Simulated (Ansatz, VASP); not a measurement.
# One calculation of MgO, two programs

INCAR

```
SYSTEM = MgO
ALGO = Normal
EDIFF = 1E-7
ENCUT = 520
GGA = PE
ISIF = 2
ISMEAR = 0
LASPH = .True.
LCHARG = .False.
LREAL = .False.
LWAVE = .False.
NBANDS = 11
NELM = 100
PREC = Accurate
SIGMA = 0.05
```

Contents of KPOINTS:

```
k-points
0
Gamma
  12 12 8
  0 0 0
```

The input POSCAR:

```
MgO
1.0
    2.9377244759      0.0000000000      0.0000000000
   -1.4688622380      2.5059818651      0.0000000000
    0.0000000000      0.0000000000      2.6797873418
Mg O
1 1
Direct
    0.0000000000      0.0000000000      0.0000000000
    0.3333333333      0.6666666667      0.5000000000
```

Input for Ansatz:

```yaml
crystal:
  lattice:
    - [2.9377244759, 0.0, 0.0]
    - [-1.468862238, 2.5059818651, 0.0]
    - [0.0, 0.0, 2.6797873418]
  atoms:
    - { symbol: Mg, position: [0.0, 0.0, 0.0] }
    - { symbol: O, position: [0.3333333333, 0.6666666667, 0.5] }
basis:
  ecutwfc: 420
kpoints:
  mp_grid: { grid: [12, 12, 8] }
hamiltonian:
  xc: pbe
scf:
  occupations: { method: gaussian, width: 0.05 }
output:
  forces: true
  stress: true
  eigenvalues: true
  write_density: true
  write_potential: true
  elf: true
  volumetric_format: npy
```

Change from the starting cell: strain -0.0150 x Voigt [0, 1, 0, 0, 0, 0], atoms carried along.

Alike in both runs: task single point; functional PBE; k mesh 12 × 12 × 8; occupations gaussian, width 0.05 eV; no spin polarisation.

```csv
,VASP,Ansatz
version,VASP 6.6.1,Ansatz 0.2.0
potentials or method,"VASP PAW PBE potentials, release 64 (Mg, O), cutoff 520 eV","scalar-relativistic, plane waves, PAW"
valence electrons in the cell,8,16
```

```tsv
	VASP	Ansatz	Ansatz less VASP
gap on the k mesh at the Fermi level (eV)	3.14	3.16	+0.022
least direct gap on the mesh (eV)	3.57	3.59	+0.017
pressure (GPa)	1.3	2.0	+0.64
traceless stress, the component that is largest in VASP (GPa)	3.06	2.99	-0.067
rms of the force components (eV/Å)	0.004	0.003	-0.0003
```

Atom by atom the forces differ by 0.000 eV/Å (rms over components). VASP's potentials hold 8 valence electrons a cell and Ansatz's 16, so a difference there can come from the potentials and not from the codes.
